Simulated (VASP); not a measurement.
Set up this calculation in VASP 6.6.1, as the native input.

```yaml
Task: single point
Functional: LDA
Potentials_or_basis: VASP PAW LDA potentials, release 64 (Ir)
Cutoff: 500 eV
k_mesh: 12 × 12 × 12
Occupations: gaussian, width 0.1 eV
Spin: no spin polarisation
Dipole_correction: no
Further_INCAR_settings: ALGO = Normal; EDIFF = 1e-06; NBANDS = 10
```

The structure of Ir lies in POSCAR:

```
Ir
1.0
    0.0000000000      1.9048113280      1.9048113280
    1.9048113280      0.0000000000      1.9048113280
    1.9048113280      1.9048113280      0.0000000000
Ir
1
Direct
    0.0000000000      0.0000000000      0.0000000000
```

The input as run:

INCAR

```
SYSTEM = Ir
ALGO     = Normal         ! electronic algorithm
EDIFF    = 1E-6           ! SCF threshold, eV
ENCUT    = 500            ! plane-wave cutoff, eV
GGA_COMPAT= .FALSE.      
ISIF     = 2              ! what is computed and relaxed
ISMEAR   = 0              ! smearing method
LASPH    = .TRUE.         ! aspherical terms in the spheres
LCHARG   = .FALSE.        ! write CHGCAR
LREAL    = .FALSE.        ! projectors in reciprocal space
LWAVE    = .FALSE.        ! write WAVECAR
NBANDS   = 10             ! bands
NELM     = 120            ! most SCF steps
PREC     = Accurate       ! precision mode
SIGMA    = 0.1            ! smearing width, eV
```

KPOINTS

```
k-points
0
G
  12 12 12
  0 0 0
```

Potentials or basis: VASP PAW LDA potentials, release 64 (Ir).

Launch:

```bash
$ cat potpaw_LDA.64/Ir/POTCAR > POTCAR
$ mpirun -np 1 vasp_std > vasp.out
```

It gave:

| Property | Result |
| --- | --- |
| Pressure | 2.6 GPa |

Run time: 7.1 s on 1 thread of Intel(R) Xeon(R) Platinum 8488C (Sapphire Rapids), on a shared host, peak memory 0.12 GiB.
